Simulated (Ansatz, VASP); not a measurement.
## C: VASP beside Ansatz

The input INCAR:

```
PREC = Accurate ; ENCUT = 520
EDIFF = 1E-6 ; ISMEAR = 0
SIGMA = 0.1 ; LREAL = F
LASPH = T ; NELM = 150
ALGO = Normal ; ISIF = 2
LWAVE = F ; LCHARG = F
ISPIN = 2 ; MAGMOM = 1 1 1 1 1 1
LORBIT = 11 ; GGA = PE
NBANDS = 25
```

The input KPOINTS:

```
regular mesh
0
Gamma
  12 12 2
```

Contents of POSCAR:

```
C
1.0
    1.2332811000     -2.1360482000      0.0000000000
    1.2332811000      2.1360482000      0.0000000000
    0.0000000000      0.0000000000     12.9376230000
C
6
Direct
    0.1666670000      0.8333330000      0.6699230000
    0.8333330000      0.1666670000      0.6699230000
    0.8333330000      0.1666670000      0.3300770000
    0.1666670000      0.8333330000      0.3300770000
    0.3333340000      0.6666660000      0.0000000000
    0.6666660000      0.3333340000      0.0000000000
```

Input for Ansatz:

```yaml
crystal:
  lattice:
    - [1.2332811, -2.1360482, 0.0]
    - [1.2332811, 2.1360482, 0.0]
    - [0.0, 0.0, 12.937623]
  atoms:
    - { symbol: C, position: [0.166667, 0.833333, 0.669923], spin: 1.0 }
    - { symbol: C, position: [0.833333, 0.166667, 0.669923], spin: 1.0 }
    - { symbol: C, position: [0.833333, 0.166667, 0.330077], spin: 1.0 }
    - { symbol: C, position: [0.166667, 0.833333, 0.330077], spin: 1.0 }
    - { symbol: C, position: [0.333334, 0.666666, 0.0], spin: 1.0 }
    - { symbol: C, position: [0.666666, 0.333334, 0.0], spin: 1.0 }
basis:
  ecutwfc: 420
kpoints:
  mp_grid: { grid: [12, 12, 2] }
hamiltonian:
  xc: pbe
scf:
  occupations: { method: gaussian, width: 0.1 }
  lower_state_search: "off"
output:
  forces: true
  stress: true
  eigenvalues: true
  populations: true
magnetization:
  spin_polarized: true
```

Alike in both runs: task single point; functional PBE; k mesh 12 × 12 × 2; occupations gaussian, width 0.1 eV; collinear spin.

```csv
,VASP,Ansatz
version,VASP 6.6.1,Ansatz 0.2.0
potentials or method,"VASP PAW PBE potentials, release 64 (C), cutoff 520 eV","scalar-relativistic, plane waves, PAW"
valence electrons in the cell,24,24
```

```tsv
	VASP	Ansatz	Ansatz less VASP
gap on the k mesh at the Fermi level (eV)	none	none	-
pressure (GPa)	0.4	0.0	-0.34
traceless stress, the component that is largest in VASP (GPa)	-0.44	-0.02	+0.423
net moment per atom (μB)	0.00	0.00	0.000
```

A gap of «none» marks a metal or a gap that the smearing closes. Ansatz's warnings: seeded moment not kept.
